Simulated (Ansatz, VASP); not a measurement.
**EuS: VASP beside Ansatz**

The input INCAR:

```
SYSTEM = EuS
PREC     = Accurate       ! precision mode
ENCUT    = 600            ! plane-wave cutoff, eV
EDIFF    = 1E-6           ! SCF threshold, eV
ISMEAR   = -1             ! smearing method
SIGMA    = 0.15           ! smearing width, eV
LREAL    = .False.        ! projectors in reciprocal space
LASPH    = .True.         ! aspherical terms in the spheres
NELM     = 200            ! most SCF steps
ALGO     = Normal         ! electronic algorithm
ISIF     = 2              ! what is computed and relaxed
LWAVE    = .False.        ! write WAVECAR
LCHARG   = .True.         ! write CHGCAR
ISPIN    = 2              ! spin polarisation
MAGMOM   = 7 0            ! initial moments
LORBIT   = 11             ! projections on sites
LMAXMIX  = 6              ! l up to which the mixer works
LDAU     = .True.         ! DFT+U
LDAUTYPE = 2            
LDAUL    = 3 -1           ! shell
LDAUU    = 2 0            ! U, eV
LDAUJ    = 0 0          
LDAUPRINT= 1            
GGA      = PE             ! functional
LELF     = .True.         ! ELF
LVHAR    = .True.       
NBANDS   = 22             ! bands
GGA_COMPAT= .False.
```

KPOINTS

```
Automatic mesh
0
Gamma
  10 10 10
  0 0 0
```

File POSCAR:

```
EuS
1.0
    0.0000000000      2.9785000000      2.9785000000
    2.9785000000      0.0000000000      2.9785000000
    2.9785000000      2.9785000000      0.0000000000
Eu S
1 1
Direct
    0.0000000000      0.0000000000      0.0000000000
    0.5000000000      0.5000000000      0.5000000000
```

Input for Ansatz:

```yaml
crystal:
  lattice:
    - [0.0, 2.9785, 2.9785]
    - [2.9785, 0.0, 2.9785]
    - [2.9785, 2.9785, 0.0]
  atoms:
    - { symbol: Eu, position: [0.0, 0.0, 0.0] }
    - { symbol: S, position: [0.5, 0.5, 0.5] }
kpoints:
  mp_grid:
    grid: [10, 10, 10]
hamiltonian:
  xc: pbe
  hubbard:
    - { species: Eu, l: f, u_eff: 2.0 }
magnetization:
  spin_polarized: true
  per_species:
    Eu: 7.0
scf:
  occupations:
    method: fermi_dirac
    width: 0.15
output:
  eigenvalues: true
```

Alike in both runs: task single point; functional PBE; k mesh 10 × 10 × 10; occupations fermi-dirac, width 0.15 eV; collinear spin; Hubbard terms Eu f U = 2.0 eV.

|  | VASP | Ansatz |
| --- | --- | --- |
| version | VASP 6.6.1 | Ansatz 0.2.0 |
| potentials or method | VASP PAW PBE potentials, release 64 (Eu, S) | plane waves, PAW |
| plane-wave cutoff (eV) | 600 | 420 |
| valence electrons in the cell | 23 | 23 |

|  | VASP | Ansatz | Ansatz less VASP |
| --- | --- | --- | --- |
| gap on the k mesh at the Fermi level (eV) | none | none | - |
| net moment per atom (μB) | 3.49 | 3.49 | +0.007 |
| size of the moment on the site where the two differ most (μB) | 6.62 | 6.80 | +0.176 |

Site moments also hang on the region over which each program counts them. The programs project onto different local orbitals, so the same U acts differently, and such runs can settle in different states. A gap of «none» marks a metal or a gap that the smearing closes. Ansatz's warnings: filled band counts differ across k points, stability check not made.

Spin-orbit coupling is off throughout.
